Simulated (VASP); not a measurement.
Write the native input for VASP 6.6.1 that does the following.

- Task: single point
- Functional: PBE
- Potentials or basis: VASP PAW PBE potentials, release 64 (Al, H)
- Cutoff: 520 eV
- k mesh: 6 × 6 × 1
- Occupations: gaussian, width 0.1 eV
- Spin: no spin polarisation
- Dipole correction: yes
- Further INCAR settings: ALGO = Normal; EDIFF = 1e-06; NBANDS = 32

The structure of Al6H lies in POSCAR:

```
Al6H
1.0
    5.7143028096      0.0000000000      0.0000000000
   -2.8571514048      4.9487313980      0.0000000000
    0.0000000000      0.0000000000     22.6016424997
Al H
12 2
Direct
    0.3333333333      0.1666666667      0.1769782882
    0.3333333333      0.6666666667      0.1769782882
    0.8333333333      0.1666666667      0.1769782882
    0.8333333333      0.6666666667      0.1769782882
    0.1666666667      0.3333333333      0.2787817902
    0.1666666667      0.8333333333      0.2787817902
    0.6666666667      0.3333333333      0.2787817902
    0.6666666667      0.8333333333      0.2787817902
    0.0000000000      0.0000000000      0.3805759913
    0.0000000000      0.5000000000      0.3805759913
    0.5000000000      0.0000000000      0.3805759913
    0.5000000000      0.5000000000      0.3805759913
    0.2025212247      0.1666666667      0.4712773640
    0.4641454420      0.1666666667      0.4712773640
```

The input as run:

INCAR

```
ALGO = Normal
DIPOL = 0.5 0.5 0.306
EDIFF = 1E-6
ENCUT = 520
GGA = PE
IDIPOL = 3
ISIF = 2
ISMEAR = 0
LASPH = T
LCHARG = F
LDIPOL = T
LREAL = F
LWAVE = F
NBANDS = 32
NELM = 60
PREC = Accurate
SIGMA = 0.1
```

KPOINTS

```
k-points
0
Gamma
  6 6 1
```

Potentials or basis: VASP PAW PBE potentials, release 64 (Al, H).

Run with:

```console
$ cat potpaw_PBE.64/Al/POTCAR potpaw_PBE.64/H/POTCAR > POTCAR
$ mpirun -np 1 vasp_std > vasp.out
```

Results of the run:

| Item | Value |
| --- | --- |
| Largest force | 1.604 eV/Å |
| Band gap on the k mesh | zero (bands 19 and 20 overlap by 0.91 eV) |

Wall time 7.4 min on 1 thread of Intel(R) Xeon(R) Platinum 8488C (Sapphire Rapids), on a shared host, peak memory 0.69 GiB.
